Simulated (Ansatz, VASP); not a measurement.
One calculation of BaTiO3, two programs

```
Ba Ti O
1.0
     2.82767    1.63255    2.31773
    -2.82767    1.63255    2.31773
     0.00000   -3.26511    2.31773
Ba Ti O
1 1 3
Cartesian
  0.0000 0.0000 0.0000
  0.0000 0.0000 3.5739
  0.0000 -1.5996 4.5536
  -1.3853 0.7998 4.5536
  1.3853 0.7998 4.5536
```

Alike in both runs: task single point; functional PBEsol; k mesh 6 × 6 × 6; occupations gaussian, width 0.1 eV; collinear spin.

```csv
,VASP,Ansatz
version,VASP 6.6.1,Ansatz 0.2.0
potentials or method,"VASP PAW PBE potentials, release 64 (Ba_sv, Ti_sv, O), cutoff 520 eV","scalar-relativistic, plane waves, PAW"
valence electrons in the cell,40,40
```

```tsv
	VASP	Ansatz	Ansatz less VASP
gap on the k mesh at the Fermi level (eV)	2.31	2.36	+0.055
least direct gap on the mesh (eV)	2.69	2.71	+0.015
pressure (GPa)	0.6	-1.3	-1.87
traceless stress, the component that is largest in VASP (GPa)	-0.18	-0.14	+0.041
rms of the force components (eV/Å)	0.073	0.063	-0.0096
net moment per atom (μB)	0.00	0.00	0.000
```

VASP's potentials were made for PBE, not for PBEsol. Atom by atom the forces differ by 0.025 eV/Å (rms over components). Ansatz's warnings: seeded moment not kept.

Spin-orbit coupling is off throughout.
